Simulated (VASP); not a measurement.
ScSiS3, 5 atoms in the cell. It takes space group Pm-3m (No. 221, cubic). The conventional cell has a = 4.516 Å, b = 4.516 Å, c = 4.516 Å, α = 90.00°, β = 90.00°, γ = 90.00°. Sc (site symmetry m-3m) has 12 S at 3.19 Å and 8 Si at 3.91 Å within 4.2 Å. Si (site symmetry m-3m) has 6 S at 2.26 Å within 3.0 Å. S (site symmetry 4/mmm) has 2 Si at 2.26 Å within 3.0 Å. The cell was generated, and may not be a known phase.

| Property | Result |
| --- | --- |
| Program | VASP 6.6.1 |
| Task | single point |
| Functional | PBE |
| Potentials or basis | VASP PAW PBE potentials, release 64 (Sc_sv, Si, S) |
| Cutoff | 520 eV |
| k mesh | 4 × 4 × 4 |
| Occupations | gaussian, width 0.1 eV |
| Spin | no spin polarisation |
| Dipole correction | no |
| Further INCAR settings | ALGO = Normal; EDIFF = 1e-06; NBANDS = 24 |

Potentials or basis: VASP PAW PBE potentials, release 64 (Sc_sv, Si, S).

The run is started by

```bash
$ cat potpaw_PBE.64/Sc_sv/POTCAR potpaw_PBE.64/Si/POTCAR potpaw_PBE.64/S/POTCAR > POTCAR
$ mpirun -np 1 vasp_std > vasp.out
```

Hardware: 1 thread of Intel Xeon 8259CL, with other jobs on the host.

Q: How long does it take, and how much memory?

A: It took 40 s on 1 thread of Intel Xeon 8259CL, on a shared host, peak memory 0.21 GiB. Counts: scf iterations 15, k points 10.
